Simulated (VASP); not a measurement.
The system is MgO.

```
Mg O
1.0
     3.30779    0.00000    0.00000
    -1.65389    2.86463    0.00000
     0.00000    0.00000    4.98288
Mg O
2 2
Direct
  0.33333 0.66667 0.00216
  0.66667 0.33333 0.50216
  0.33333 0.66667 0.40244
  0.66667 0.33333 0.90244
```

- Program: VASP 6.6.1
- Task: relaxation of cell and atoms
- Functional: PBE
- Potentials or basis: VASP PAW PBE potentials, release 64 (Mg, O)
- Cutoff: 600 eV
- k mesh: 9 × 9 × 6
- Occupations: gaussian, width 0.02 eV
- Spin: no spin polarisation

At the start: pressure 2.8 GPa; volume 11.80 Å³/atom.

**Question.** Where does the relaxation end?

**Answer.** Over 12 steps the energy falls by 3.1 meV/atom and the volume is 12.12 Å³/atom (+2.7 %); space group P6_3mc (No. 186, to 0.1 Å) before and after.

Step by step:
```tsv
step	energy change (eV)	largest force (eV/Å)	pressure (GPa)	volume (Å³)
1	0.0000	0.0084	2.78	47.22
2	-0.0085	0.0383	-0.78	48.63
3	-0.0093	0.0319	-0.01	48.30
4	-0.0097	0.0337	-0.01	48.32
5	-0.0108	0.0384	-0.01	48.37
6	-0.0120	0.0421	-0.02	48.47
7	-0.0123	0.0116	0.00	48.47
8	-0.0123	0.0012	0.01	48.47
9	-0.0123	0.0021	0.00	48.48
10	-0.0123	0.0042	0.01	48.49
11	-0.0123	0.0047	-0.01	48.50
12	-0.0123	0.0002	0.00	48.49
```

Final structure:
```yaml
crystal:
  lattice:
    - [3.31024, 0.00000, 0.00000]
    - [-1.65512, 2.86675, 0.00000]
    - [0.00000, 0.00000, 5.11003]
  atoms:
    - { symbol: Mg, position: [0.33333, 0.66667, 0.00620] }
    - { symbol: Mg, position: [0.66667, 0.33333, 0.50620] }
    - { symbol: O, position: [0.33333, 0.66667, 0.39840] }
    - { symbol: O, position: [0.66667, 0.33333, 0.89840] }
```
